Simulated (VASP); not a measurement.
Wanted: the native input for a VASP 6.6.1 run.

- Task: single point
- Functional: r2SCAN
- Potentials or basis: VASP PAW PBE potentials, release 64 (Cu, Li_sv, As)
- Cutoff: 520 eV
- k mesh: 9 × 9 × 4
- Occupations: fermi-dirac, width 0.0102 eV
- Spin: no spin polarisation
- Dipole correction: no
- Further INCAR settings: ALGO = Normal; EDIFF = 1e-06; NBANDS = 34

The system is LiCuAs2.

```
Cu Li As
1.0
     3.67978    0.00000    0.00000
     0.00000    3.67978    0.00000
     0.00000    0.00000    9.33162
Cu Li As
2 2 4
Direct
  0.75000 0.25000 0.50000
  0.25000 0.75000 0.50000
  0.25000 0.25000 0.23624
  0.75000 0.75000 0.76376
  0.75000 0.25000 0.00000
  0.25000 0.75000 0.00000
  0.75000 0.75000 0.33484
  0.25000 0.25000 0.66516
```

These files were run (other wordings do the same):

POSCAR

```
LiCuAs2
1.0
    3.6797790000      0.0000000000      0.0000000000
    0.0000000000      3.6797790000      0.0000000000
    0.0000000000      0.0000000000      9.3316220000
Cu Li As
2 2 4
Direct
    0.7500000000      0.2500000000      0.5000000000
    0.2500000000      0.7500000000      0.5000000000
    0.2500000000      0.2500000000      0.2362400000
    0.7500000000      0.7500000000      0.7637600000
    0.7500000000      0.2500000000      0.0000000000
    0.2500000000      0.7500000000      0.0000000000
    0.7500000000      0.7500000000      0.3348400000
    0.2500000000      0.2500000000      0.6651600000
```

INCAR.step1

```
  PREC = Accurate
  ENCUT = 520
  ISMEAR = -1
  SIGMA = 0.0102
  LREAL = F
  LASPH = T
  NELM = 100
  NBANDS = 34
  GGA = PE
  ALGO = Normal
  EDIFF = 1E-4
  LWAVE = T
  LCHARG = F
```

INCAR.step2

```
  PREC = Accurate
  ENCUT = 520
  EDIFF = 1E-6
  ISMEAR = -1
  SIGMA = 0.0102
  LREAL = F
  LASPH = T
  NELM = 100
  ALGO = Normal
  ISIF = 2
  LWAVE = F
  LCHARG = F
  METAGGA = R2SCAN
  LMIXTAU = T
  NBANDS = 34
  ISTART = 1
```

KPOINTS

```
regular mesh
0
Gamma
  9 9 4
```

Potentials or basis: VASP PAW PBE potentials, release 64 (Cu, Li_sv, As).

Launch:

```bash
$ cat potpaw_PBE.64/Cu/POTCAR potpaw_PBE.64/Li_sv/POTCAR potpaw_PBE.64/As/POTCAR > POTCAR
$ cp INCAR.step1 INCAR
$ mpirun -np 1 vasp_std > vasp.out
$ cp INCAR.step2 INCAR
$ mpirun -np 1 vasp_std > vasp.out
```

It gave:

- Largest force: 0.323 eV/Å
- Band gap on the k mesh: zero (bands 24 and 25 overlap by 2.43 eV)

Caveat: the PAW data sets were made with another functional, which shifts forces and pressure a little.

Wall time 11 min on 1 thread of Intel(R) Xeon(R) Platinum 8259CL CPU @ 2.50GHz (Skylake/Cascade Lake), with other jobs on the host, peak memory 0.35 GiB.
